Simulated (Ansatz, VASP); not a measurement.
## One calculation of Ca3TeRu2, two programs

File INCAR:

```
SYSTEM = Ca3TeRu2
  ALGO = Normal
  EDIFF = 1E-6
  ENCUT = 520
  GGA = PE
  ISIF = 2
  ISMEAR = 0
  LASPH = .True.
  LCHARG = .False.
  LREAL = .False.
  LWAVE = .False.
  NBANDS = 41
  NELM = 80
  PREC = Accurate
  SIGMA = 0.1
```

The input KPOINTS:

```
k-points
0
Gamma
  4 4 2
  0 0 0
```

File POSCAR:

```
Ca3TeRu2
1.0
    4.1163680300      0.0000000000      0.0000000000
    0.0000000000      4.1163680300      0.0000000000
    0.0000000000      0.0000000000      8.4786822600
Ca Te Ru
3 1 2
Direct
    0.5000000000      0.5000000000      0.7705868500
    0.5000000000      0.5000000000      0.2294131500
    0.0000000000      0.0000000000      0.5000000000
    0.5000000000      0.5000000000      0.5000000000
    0.0000000000      0.5000000000      0.6147058400
    0.5000000000      0.0000000000      0.3852941600
```

Input for Ansatz:

```yaml
crystal:
  lattice:
    - [4.11636803, 0.0, 0.0]
    - [0.0, 4.11636803, 0.0]
    - [0.0, 0.0, 8.47868226]
  atoms:
    - { symbol: Ca, position: [0.5, 0.5, 0.77058685] }
    - { symbol: Ca, position: [0.5, 0.5, 0.22941315] }
    - { symbol: Ca, position: [0.0, 0.0, 0.5] }
    - { symbol: Te, position: [0.5, 0.5, 0.5] }
    - { symbol: Ru, position: [0.0, 0.5, 0.61470584] }
    - { symbol: Ru, position: [0.5, 0.0, 0.38529416] }
basis:
  ecutwfc: 420
kpoints:
  mp_grid: { grid: [4, 4, 2] }
hamiltonian:
  xc: pbe
scf:
  occupations: { method: gaussian, width: 0.1 }
  lower_state_search: "off"
output:
  forces: true
  stress: true
  eigenvalues: true
```

Alike in both runs: task single point; functional PBE; k mesh 4 × 4 × 2; occupations gaussian, width 0.1 eV; no spin polarisation.

|  | VASP | Ansatz |
| --- | --- | --- |
| version | VASP 6.6.1 | Ansatz 0.2.0 |
| potentials or method | VASP PAW PBE potentials, release 64 (Ca_sv, Te, Ru_pv), cutoff 520 eV | scalar-relativistic, plane waves, PAW |
| valence electrons in the cell | 64 | 78 |

VASP gave:

```
gap on the k mesh at the Fermi level (eV) : none
rms of the force components (eV/Å)        : 4.353
```

Task: Which values does Ansatz return?

Result: gap on the k mesh at the Fermi level (eV): none; rms of the force components (eV/Å): 4.314.

Atom by atom the forces differ by 0.040 eV/Å (rms over components). A gap of «none» marks a metal or a gap that the smearing closes. The functional is the same, so the differences come from potentials, cutoffs and numerics. VASP's potentials hold 64 valence electrons a cell and Ansatz's 78, so a difference there can come from the potentials and not from the codes.

The k mesh is coarse, so the values compare programs but aren't converged. Spin-orbit coupling is off throughout.
